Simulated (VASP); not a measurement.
Input of a VASP 6.6.1 run:

The input INCAR:

```
PREC = Accurate
ENCUT = 520
EDIFF = 1E-6
ISMEAR = 0
SIGMA = 0.05
LREAL = Auto
LASPH = True
NELM = 60
ALGO = Normal
ISIF = 2
LWAVE = False
LCHARG = False
GGA = PE
IVDW = 12
IBRION = 2
NSW = 80
EDIFFG = -0.03
NELECT = 60.0
```

File KPOINTS:

```
Automatic mesh
0
Gamma
  2 3 3
```

The input POSCAR:

```
Al7N8
1.0
   -3.1100000000     -5.3866780000      0.0000000000
    4.6650000000     -2.6933390000      0.0000000000
    0.0000000000      0.0000000000      4.9800000000
Al N
7 8
Direct
    0.5102230000      0.6718657000     -0.0003360000
    0.5058975000      0.3374342000      0.5111936000
    0.2449633000      0.8341325000      0.5058305000
   -0.0153291000      0.6663054000      0.0071680000
    0.0020361000      0.3372419000      0.4983588000
    0.7524142000      0.1807330000      0.0050018000
    0.7429305000      0.8418204000      0.5122934000
    0.5037890000      0.6824861000      0.3740637000
    0.5026806000      0.3265796000      0.8835424000
    0.2517890000      0.1589230000      0.3750758000
    0.2494754000      0.8308215000      0.8888811000
   -0.0032171000      0.6678626000      0.3703416000
    0.0013174000      0.3304191000      0.8899967000
    0.7504768000      0.1644734000      0.3721070000
    0.7556358000      0.8310288000      0.8776130000
```

Potentials or basis: VASP PAW PBE potentials, release 64 (Al, N).

The run is started by

```bash
$ cat potpaw_PBE.64/Al/POTCAR potpaw_PBE.64/N/POTCAR > POTCAR
$ mpirun -np 1 vasp_std > vasp.out
```

Q: Predict the energy gained by relaxing.

A: 166.9 meV/atom.

Q: What does it give for the dispersion energy per atom?

A: -0.237 eV.

Final structure:
```yaml
crystal:
  lattice:
    - [-3.11000, -5.38668, 0.00000]
    - [4.66500, -2.69334, 0.00000]
    - [0.00000, 0.00000, 4.98000]
  atoms:
    - { symbol: Al, position: [0.50984, 0.67702, 0.00738] }
    - { symbol: Al, position: [0.50514, 0.33758, 0.49478] }
    - { symbol: Al, position: [0.25030, 0.82511, 0.50041] }
    - { symbol: Al, position: [0.99094, 0.67673, 0.00733] }
    - { symbol: Al, position: [0.99538, 0.33754, 0.49487] }
    - { symbol: Al, position: [0.75048, 0.13704, 0.03427] }
    - { symbol: Al, position: [0.75030, 0.83064, 0.50455] }
    - { symbol: N, position: [0.50324, 0.66791, 0.37588] }
    - { symbol: N, position: [0.63438, 0.39402, 0.83716] }
    - { symbol: N, position: [0.25033, 0.16900, 0.47850] }
    - { symbol: N, position: [0.25044, 0.74016, 0.86033] }
    - { symbol: N, position: [0.99736, 0.66788, 0.37590] }
    - { symbol: N, position: [0.86622, 0.39398, 0.83711] }
    - { symbol: N, position: [0.75026, 0.15911, 0.38542] }
    - { symbol: N, position: [0.75048, 0.84841, 0.87723] }
```

Caveat: the k points lie up to 0.51 Å⁻¹ apart; the cell carries a net charge on a neutralising background, which shifts energy and pressure.
